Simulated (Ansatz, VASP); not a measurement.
# MgTe4: VASP beside Ansatz

```
CELL_PARAMETERS angstrom
3.27813 1.89263 4.45847
-3.27813 1.89263 4.45847
0.00000 -3.78526 4.45847
ATOMIC_POSITIONS crystal
Mg 0.50000 0.50000 0.50000
Te 0.50000 0.50000 0.00000
Te 0.00000 0.50000 0.50000
Te 0.50000 0.00000 0.50000
Te 0.00000 0.00000 0.00000
```

Alike in both runs: functional PBE; k mesh 3 × 3 × 3; occupations gaussian, width 0.1 eV; no spin polarisation.

Ansatz relaxed the structure, and its values are those at the end. VASP's run is a single point on that final structure, the one shown.

|  | VASP | Ansatz |
| --- | --- | --- |
| version | VASP 6.6.1 | Ansatz 0.2.0 |
| potentials or method | VASP PAW PBE potentials, release 64 (Mg, Te), cutoff 520 eV | scalar-relativistic, plane waves, PAW |
| valence electrons in the cell | 26 | 74 |

Ansatz gave:

- gap on the k mesh at the Fermi level (eV): none
- pressure (GPa): 0.0

Question: What did VASP give for the same quantities?

Answer: gap on the k mesh at the Fermi level (eV): none; pressure (GPa): -0.1.

A gap of «none» marks a metal or a gap that the smearing closes. The functional is the same, so the differences come from potentials, cutoffs and numerics. VASP's potentials hold 26 valence electrons a cell and Ansatz's 74, so a difference there can come from the potentials and not from the codes.

The k mesh is coarse, so the values compare programs but aren't converged. Spin-orbit coupling is off throughout.
